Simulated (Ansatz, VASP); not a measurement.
## One calculation of Ir, two programs

Contents of INCAR:

```
SYSTEM = Ir
  PREC = Accurate
  ENCUT = 520
  EDIFF = 1E-6
  ISMEAR = 0
  SIGMA = 0.15
  LREAL = .FALSE.
  LASPH = .TRUE.
  NELM = 60
  ALGO = Fast
  ISIF = 2
  LWAVE = .FALSE.
  LCHARG = .TRUE.
  GGA = PE
  LELF = .TRUE.
  LVHAR = .TRUE.
  NBANDS = 10
```

File KPOINTS:

```
Automatic mesh
0
G
  22 22 22
  0 0 0
```

Contents of POSCAR:

```
Ir
1.0
    0.0000000000      1.9197000000      2.2076550000
    1.9197000000      0.0000000000      2.2076550000
    1.9197000000      1.9197000000      0.0000000000
Ir
1
Direct
    0.0000000000      0.0000000000      0.0000000000
```

Input for Ansatz:

```yaml
crystal:
  lattice:
    - [0.0, 1.9197, 2.207655]
    - [1.9197, 0.0, 2.207655]
    - [1.9197, 1.9197, 0.0]
  atoms:
    - { symbol: Ir, position: [0.0, 0.0, 0.0] }
basis:
  ecutwfc: 420
kpoints:
  mp_grid: { grid: [22, 22, 22] }
hamiltonian:
  xc: pbe
scf:
  occupations: { method: gaussian, width: 0.15 }
output:
  forces: true
  stress: true
  eigenvalues: true
```

Change from the starting cell: strain +0.1500 x Voigt [0, 0, 1, 0, 0, 0], atoms carried along.

Alike in both runs: task single point; functional PBE; k mesh 22 × 22 × 22; occupations gaussian, width 0.15 eV; no spin polarisation.

|  | VASP | Ansatz |
| --- | --- | --- |
| version | VASP 6.6.1 | Ansatz 0.2.0 |
| potentials or method | VASP PAW PBE potentials, release 64 (Ir), cutoff 520 eV | scalar-relativistic, plane waves, PAW |
| valence electrons in the cell | 9 | 17 |

VASP gave:

| Property | Result |
| --- | --- |
| gap on the k mesh at the Fermi level (eV) | none |
| pressure (GPa) | -25.7 |
| traceless stress, the component that is largest in VASP (GPa) | -21.48 |

Q: Estimate Ansatz's values.

A: gap on the k mesh at the Fermi level (eV): none; pressure (GPa): -26.0; traceless stress, the component that is largest in VASP (GPa): -21.67.

A gap of «none» marks a metal or a gap that the smearing closes. With one functional, cell and mesh, what is left measures potentials, basis and numerics. VASP's potentials hold 9 valence electrons a cell and Ansatz's 17, so a difference there can come from the potentials and not from the codes.

Spin-orbit coupling is off throughout.
